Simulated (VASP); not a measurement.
Write the native input for VASP 6.6.1 that does the following.

- Task: single point
- Functional: r2SCAN
- Potentials or basis: VASP PAW PBE potentials, release 64 (Sb)
- Cutoff: 520 eV
- k mesh: 10 × 10 × 10
- Occupations: fermi-dirac, width 0.05 eV
- Spin: no spin polarisation
- Dipole correction: no
- Further INCAR settings: ALGO = Normal; EDIFF = 1e-06; NBANDS = 8

Sb:

```xyz
1
Lattice="0.0000 2.3869 2.3869 2.3869 0.0000 2.3869 2.3869 2.3869 0.0000" Properties=species:S:1:pos:R:3 pbc="T T T"
Sb    0.0000    0.0000    0.0000
```

One way to write it, as run:

POSCAR

```
Sb
1.0
    0.0000000000      2.3869465721      2.3869465721
    2.3869465721      0.0000000000      2.3869465721
    2.3869465721      2.3869465721      0.0000000000
Sb
1
Direct
    0.0000000000      0.0000000000      0.0000000000
```

INCAR.step1

```
SYSTEM = Sb
PREC     = Accurate       ! precision mode
ENCUT    = 520            ! plane-wave cutoff, eV
ISMEAR   = -1             ! smearing method
SIGMA    = 0.05           ! smearing width, eV
LREAL    = .False.        ! projectors in reciprocal space
LASPH    = .True.         ! aspherical terms in the spheres
NELM     = 60             ! most SCF steps
NBANDS   = 8              ! bands
GGA      = PE             ! functional
ALGO     = Normal         ! electronic algorithm
EDIFF    = 1E-4           ! SCF threshold, eV
LWAVE    = .True.         ! write WAVECAR
LCHARG   = .False.        ! write CHGCAR
```

INCAR.step2

```
SYSTEM = Sb
PREC     = Accurate       ! precision mode
ENCUT    = 520            ! plane-wave cutoff, eV
EDIFF    = 1E-6           ! SCF threshold, eV
ISMEAR   = -1             ! smearing method
SIGMA    = 0.05           ! smearing width, eV
LREAL    = .False.        ! projectors in reciprocal space
LASPH    = .True.         ! aspherical terms in the spheres
NELM     = 60             ! most SCF steps
ALGO     = Normal         ! electronic algorithm
ISIF     = 2              ! what is computed and relaxed
LWAVE    = .False.        ! write WAVECAR
LCHARG   = .False.        ! write CHGCAR
METAGGA  = R2SCAN         ! meta-GGA
LMIXTAU  = .True.       
NBANDS   = 8              ! bands
ISTART   = 1
```

KPOINTS

```
Automatic mesh
0
Gamma
  10 10 10
  0 0 0
```

Potentials or basis: VASP PAW PBE potentials, release 64 (Sb).

Command:

```sh
$ cat potpaw_PBE.64/Sb/POTCAR > POTCAR
$ cp INCAR.step1 INCAR
$ mpirun -np 1 vasp_std > vasp.out
$ cp INCAR.step2 INCAR
$ mpirun -np 1 vasp_std > vasp.out
```

Results of the run:

```
Pressure : -0.2 GPa
```

Caveat: the PAW data sets were made with another functional, which shifts forces and pressure a little.

It took 91 s on 1 thread of Intel Xeon 8259CL, with other jobs on the host, peak memory 0.17 GiB.
